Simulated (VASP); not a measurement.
KBr: single point with PBE

The system is KBr.

```
K Br
1.0
     0.00000    3.34189    3.19373
     3.34189    0.00000    3.19373
     3.34189    3.34189    0.00000
K Br
1 1
Cartesian
  0.0000 0.0000 0.0000
  3.3419 3.3419 3.1937
```

This cell differs from its parent crystal: strain +0.015 along x and y, -0.030 along z.

```json
{
  "Program": "VASP 6.6.1",
  "Task": "single point",
  "Functional": "PBE",
  "Potentials or basis": "VASP PAW PBE potentials, release 64 (K_sv, Br)",
  "Cutoff": "520 eV",
  "k mesh": "6 × 6 × 6",
  "Occupations": "gaussian, width 0.05 eV",
  "Spin": "no spin polarisation",
  "Dipole correction": "no",
  "Further INCAR settings": "ALGO = Normal; EDIFF = 1e-06; NBANDS = 15"
}
```

```json
{"Pressure": "1.0 GPa", "Band gap on the k mesh": "4.43 eV, direct"}
```

Stress tensor (GPa, compression positive):
```
0.42 0.00 0.00
0.00 0.42 0.00
0.00 0.00 2.14
```

Levels at points of the mesh, in eV from the valence-band top:
```
           k point  band 4  band 5  band 6  band 7  band 8  band 9  band 10  band 11  band 12  band 13
(0.00, 0.00, 0.00)  -11.26  -11.26   -0.03   -0.03    0.00    4.43     7.50     7.50     7.78     8.31
(0.50, 0.00, 0.00)  -11.26  -10.99   -1.21   -0.36   -0.36    6.59     8.24     9.77     9.78     9.89
(0.50, 0.50, 0.00)  -11.30  -11.30   -0.79   -0.35   -0.35    5.80     7.26     9.44     9.69     9.71
(0.50, 0.00, 0.50)  -11.30  -11.29   -0.86   -0.29   -0.27    5.86     7.19     9.34     9.45     9.69
```

It took 38 s on 1 thread of Intel(R) Xeon(R) Platinum 8488C (Sapphire Rapids) (shared host), peak memory 0.22 GiB.

Caveat: the cell differs from its parent crystal (strain +0.015 along x and y, -0.030 along z).
